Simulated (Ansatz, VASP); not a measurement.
**LiF in VASP and in Ansatz**

The input INCAR:

```
PREC = Accurate
ENCUT = 520
EDIFF = 1E-6
ISMEAR = 0
SIGMA = 0.05
LREAL = F
LASPH = T
NELM = 80
ALGO = Normal
ISIF = 2
LWAVE = F
LCHARG = F
NBANDS = 18
```

KPOINTS

```
regular mesh
0
Gamma
  9 9 6
```

Contents of POSCAR:

```
LiF
1.0
    3.2836156806      0.0000000000      0.0000000000
   -1.6418078403      2.8436945957      0.0000000000
    0.0000000000      0.0000000000      4.4752398111
Li F
2 2
Direct
    0.3333333333      0.6666666667      0.3839784076
    0.6666666667      0.3333333333      0.8839784076
    0.3333333333      0.6666666667      0.9910195924
    0.6666666667      0.3333333333      0.4910195924
```

Input for Ansatz:

```yaml
crystal:
  lattice:
    - [3.2836156806, 0.0, 0.0]
    - [-1.6418078403, 2.8436945957, 0.0]
    - [0.0, 0.0, 4.4752398111]
  atoms:
    - { symbol: Li, position: [0.3333333333, 0.6666666667, 0.3839784076] }
    - { symbol: Li, position: [0.6666666667, 0.3333333333, 0.8839784076] }
    - { symbol: F, position: [0.3333333333, 0.6666666667, 0.9910195924] }
    - { symbol: F, position: [0.6666666667, 0.3333333333, 0.4910195924] }
basis:
  ecutwfc: 520.0
kpoints:
  mp_grid: { grid: [9, 9, 6] }
hamiltonian:
  xc: lda
scf:
  occupations: { method: gaussian, width: 0.05 }
output:
  forces: true
  stress: true
  eigenvalues: true
  write_density: true
  write_potential: true
  elf: true
  volumetric_format: npy
```

Alike in both runs: task single point; functional LDA; k mesh 9 × 9 × 6; occupations gaussian, width 0.05 eV; no spin polarisation.

```csv
,VASP,Ansatz
version,VASP 6.6.1,Ansatz 0.2.0
potentials or method,"VASP PAW LDA potentials, release 64 (Li_sv, F), cutoff 520 eV","scalar-relativistic, plane waves, PAW"
valence electrons in the cell,20,20
```

```tsv
	VASP	Ansatz	Ansatz less VASP
gap on the k mesh at the Fermi level (eV)	7.10	7.11	+0.012
least direct gap on the mesh (eV)	7.10	7.11	+0.012
rms of the force components (eV/Å)	0.272	0.265	-0.0072
```

LDA's correlation is that of Perdew and Zunger in VASP and of Perdew and Wang (1992) in Ansatz. Atom by atom the forces differ by 0.007 eV/Å (rms over components).

Noted on VASP's run: the cutoff is short for stress, so the pressure is rough.
